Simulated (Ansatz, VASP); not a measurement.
## Mn3P2: VASP beside Ansatz

```
Mn P
1.0
     3.67478    0.00000    0.00000
    -1.83739    3.18246    0.00000
     0.00000    0.00000    5.51183
Mn P
3 2
Direct
  0.33333 0.66667 0.64870
  0.66667 0.33333 0.35130
  0.00000 0.00000 0.00000
  0.33333 0.66667 0.23327
  0.66667 0.33333 0.76673
```

Change from the starting cell: species swapped into the Mg3Sb2 type (P-3m1, No. 164).

Alike in both runs: functional PBE; k mesh 6 × 6 × 4; occupations gaussian, width 0.1 eV; collinear spin.

Ansatz relaxed the structure, and its values are those at the end. VASP's run is a single point on that final structure, the one shown.

|  | VASP | Ansatz |
| --- | --- | --- |
| version | VASP 6.6.1 | Ansatz 0.2.0 |
| potentials or method | VASP PAW PBE potentials, release 64 (Mn_pv, P), cutoff 520 eV | scalar-relativistic, plane waves, PAW |
| valence electrons in the cell | 49 | 55 |

Ansatz gave:

```
gap on the k mesh at the Fermi level (eV)                     : none
pressure (GPa)                                                : 0.2
net moment per atom (μB)                                      : 0.16
size of the moment on the site where the two differ most (μB) : 1.53
```

Q: What did VASP give for the same quantities?

A: gap on the k mesh at the Fermi level (eV): none; pressure (GPa): 0.3; net moment per atom (μB): 0.16; size of the moment on the site where the two differ most (μB): 1.65.

Site moments also hang on the region over which each program counts them. A gap of «none» marks a metal or a gap that the smearing closes. VASP's potentials hold 49 valence electrons a cell and Ansatz's 55, so a difference there can come from the potentials and not from the codes.
